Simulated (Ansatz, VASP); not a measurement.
## ZnW3: VASP beside Ansatz

```
Zn W
1.0
     3.93022    0.00000    0.00000
     0.00000    3.93022    0.00000
     0.00000    0.00000    3.93022
Zn W
1 3
Direct
  0.00000 0.00000 0.00000
  0.00000 0.50000 0.50000
  0.50000 0.00000 0.50000
  0.50000 0.50000 0.00000
```

Alike in both runs: task single point; functional PBE; k mesh 4 × 4 × 4; occupations gaussian, width 0.1 eV; no spin polarisation.

```csv
,VASP,Ansatz
version,VASP 6.6.1,Ansatz 0.2.0
potentials or method,"VASP PAW PBE potentials, release 64 (Zn, W_sv), cutoff 520 eV","scalar-relativistic, plane waves, PAW"
valence electrons in the cell,54,54
```

```csv
,VASP,Ansatz,Ansatz less VASP
gap on the k mesh at the Fermi level (eV),none,none,-
pressure (GPa),6.6,5.9,-0.69
```

A gap of «none» marks a metal or a gap that the smearing closes. With one functional, cell and mesh, what is left measures potentials, basis and numerics.

The k mesh is coarse, so the values compare programs but aren't converged. Spin-orbit coupling is off throughout.
